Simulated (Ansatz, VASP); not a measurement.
**Al3BiO in VASP and in Ansatz**

```xyz
5
Lattice="3.9026 0.0000 0.0000 0.0000 3.9026 0.0000 0.0000 0.0000 7.1056" Properties=species:S:1:pos:R:3 pbc="T T T"
Al    0.0000    1.9513    5.2379
Al    0.0000    0.0000    7.0902
Al    1.9513    0.0000    5.2379
Bi    0.0000    0.0000    2.7892
O     1.9513    1.9513    4.9526
```

Change from the starting cell: species swapped into the CsInBr3 type (P4mm, No. 99).

Alike in both runs: task relaxation of cell and atoms; functional PBE; k mesh 10 × 10 × 6; occupations gaussian, width 0.1 eV; no spin polarisation.

|  | VASP | Ansatz |
| --- | --- | --- |
| version | VASP 6.6.1 | Ansatz 0.2.0 |
| potentials or method | VASP PAW PBE potentials, release 64 (Al, Bi_d, O), cutoff 600 eV | scalar-relativistic, plane waves, PAW |
| valence electrons in the cell | 30 | 30 |

Ansatz gave:

| Property | Result |
| --- | --- |
| gap on the k mesh at the Fermi level, each at its own relaxed structure (eV) | none |
| relaxed volume (Å³/atom) | 21.87 |
| relaxed cell length with the largest relative difference (Å) | 6.722 |

Problem. What did VASP give for the same quantities?

Solution. gap on the k mesh at the Fermi level, each at its own relaxed structure (eV): none; relaxed volume (Å³/atom): 21.83; relaxed cell length with the largest relative difference (Å): 6.710.

A gap of «none» marks a metal or a gap that the smearing closes.

Neither program's run includes spin-orbit coupling.
